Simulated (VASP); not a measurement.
A run of VASP 6.6.1 is set up as follows.

File POSCAR:

```
K2YCuF6
1.0
    0.0000000000      4.4240514300      4.4240514300
    4.4240514300      0.0000000000      4.4240514300
    4.4240514300      4.4240514300      0.0000000000
K Y Cu F
2 1 1 6
Direct
    0.7500000000      0.7500000000      0.7500000000
    0.2500000000      0.2500000000      0.2500000000
    0.5000000000      0.5000000000      0.5000000000
    0.0000000000      0.0000000000      0.0000000000
    0.7460249800      0.2539750200      0.2539750200
    0.2539750200      0.2539750200      0.7460249800
    0.2539750200      0.7460249800      0.7460249800
    0.2539750200      0.7460249800      0.2539750200
    0.7460249800      0.2539750200      0.7460249800
    0.7460249800      0.7460249800      0.2539750200
```

The input INCAR.step1:

```
  PREC = Accurate
  ENCUT = 520
  ISMEAR = 0
  SIGMA = 0.01
  LREAL = F
  LASPH = T
  NELM = 100
  NBANDS = 52
  GGA = PE
  ALGO = Normal
  EDIFF = 1E-4
  LWAVE = T
  LCHARG = F
```

File INCAR.step2:

```
  PREC = Accurate
  ENCUT = 520
  EDIFF = 1E-6
  ISMEAR = 0
  SIGMA = 0.01
  LREAL = F
  LASPH = T
  NELM = 100
  ALGO = Normal
  ISIF = 2
  LWAVE = F
  LCHARG = F
  METAGGA = R2SCAN
  LMIXTAU = T
  NBANDS = 52
  ISTART = 1
```

Contents of KPOINTS:

```
Automatic mesh
0
Gamma
  4 4 4
```

Potentials or basis: VASP PAW PBE potentials, release 64 (K_sv, Y_sv, Cu, F).

Command:

```console
$ cat potpaw_PBE.64/K_sv/POTCAR potpaw_PBE.64/Y_sv/POTCAR potpaw_PBE.64/Cu/POTCAR potpaw_PBE.64/F/POTCAR > POTCAR
$ cp INCAR.step1 INCAR
$ mpirun -np 1 vasp_std > vasp.out
$ cp INCAR.step2 INCAR
$ mpirun -np 1 vasp_std > vasp.out
```

Question: Predict the largest force.

Answer: 0.118 eV/Å.

Question: Estimate the pressure.

Answer: -2.9 GPa.

Question: Estimate the band gap on the k mesh.

Answer: 0.91 eV (least direct gap 1.02 eV).

Forces on the atoms (eV/Å):
```
K    0.000  0.000  0.000
K    0.000  0.000  0.000
Y    0.000  0.000  0.000
Cu   0.000  0.000  0.000
F    0.118  0.000  0.000
F    0.000  0.000  0.118
F   -0.118  0.000  0.000
F    0.000  0.118  0.000
F    0.000 -0.118  0.000
F    0.000  0.000 -0.118
```

Caveat: the PAW data sets were made with another functional, which shifts forces and pressure a little. A k mesh can miss the band edges.
